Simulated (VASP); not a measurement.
Wanted: the native input for a VASP 6.6.1 run.

| Item | Value |
| --- | --- |
| Task | single point |
| Functional | PBEsol |
| Potentials or basis | VASP PAW PBE potentials, release 64 (O, H, F) |
| Cutoff | 520 eV |
| k mesh | 1 × 1 × 1 |
| Occupations | fermi-dirac, width 0.02 eV |
| Spin | no spin polarisation |
| Dipole correction | no |
| Further INCAR settings | ALGO = Normal; EDIFF = 1e-06; NBANDS = 55 |

The structure of H17O8F lies in POSCAR:

```
H17O8F
1.0
    6.4950650000      0.0000000000      0.0000000000
    0.0000000000      6.4950650000      0.0000000000
    0.0000000000      0.0000000000      6.4950650000
O H F
8 17 1
Direct
    0.7825479807      0.0264970404      0.3776405625
    0.5328815031      0.3388880635      0.4315122327
    0.4121436814      0.0712694946      0.6896004890
    0.0894525305      0.5353603082      0.2679726839
    0.9302447320      0.5635047532      0.6844119343
    0.0078829080      0.1761799151      0.7272290578
    0.0154117010      0.9213764604      1.0305978462
    0.5887392967      0.7031954261      0.5576233648
    0.6928029204      0.1487590963      0.3665552231
    0.8507690069     -0.0221398862      0.2453863048
    0.4364698429      0.3670325085      0.3155318692
    0.5486473192      0.4804878781      0.4942983634
    0.2593815458      0.1101605604      0.6946504769
    0.4533749855      0.1597212653      0.5686471190
    0.0464660477      0.6571604749      0.1947324623
    0.0353653120      0.4119435294      0.2033543929
    0.9987274954      0.5584547653      0.5508181981
    0.7840414222      0.6378996977      0.6524338094
   -0.0568277608      0.3235841366      0.7179912749
   -0.0417547784      0.0995679027      0.6045051127
    0.0122400623      1.0356016452      0.9278429084
   -0.0396146921      0.8125553786      0.9554484828
    0.4829512869      0.8009311685      0.6196396803
    0.6533267950      0.8016855874      0.4493103610
    0.5031512387      0.1730544652      0.8751721499
    0.5328045216      0.2315758195      1.0111677096
```

The input as run:

INCAR

```
SYSTEM = H17O8F
ALGO = Normal
EDIFF = 1E-6
ENCUT = 520
GGA = PS
GGA_COMPAT = .False.
ISIF = 2
ISMEAR = -1
LASPH = .True.
LCHARG = .False.
LREAL = .False.
LWAVE = .False.
NBANDS = 55
NELM = 120
PREC = Accurate
SIGMA = 0.02
```

KPOINTS

```
k-points
0
Gamma
  1 1 1
  0 0 0
```

Potentials or basis: VASP PAW PBE potentials, release 64 (O, H, F).

Run with:

```sh
$ cat potpaw_PBE.64/O/POTCAR potpaw_PBE.64/H/POTCAR potpaw_PBE.64/F/POTCAR > POTCAR
$ mpirun -np 1 vasp_gam > vasp.out
```

It gave:

| Property | Result |
| --- | --- |
| Pressure | -0.1 GPa |
| Largest force | 2.928 eV/Å |

Caveat: the k points lie up to 0.97 Å⁻¹ apart; the atoms stand as in a frame of molecular dynamics; the PAW data sets were made with another functional, which shifts forces and pressure a little.

Wall time 18 s on 1 thread of Intel(R) Xeon(R) 6975P-C (Granite Rapids) (shared host), peak memory 0.3 GiB.
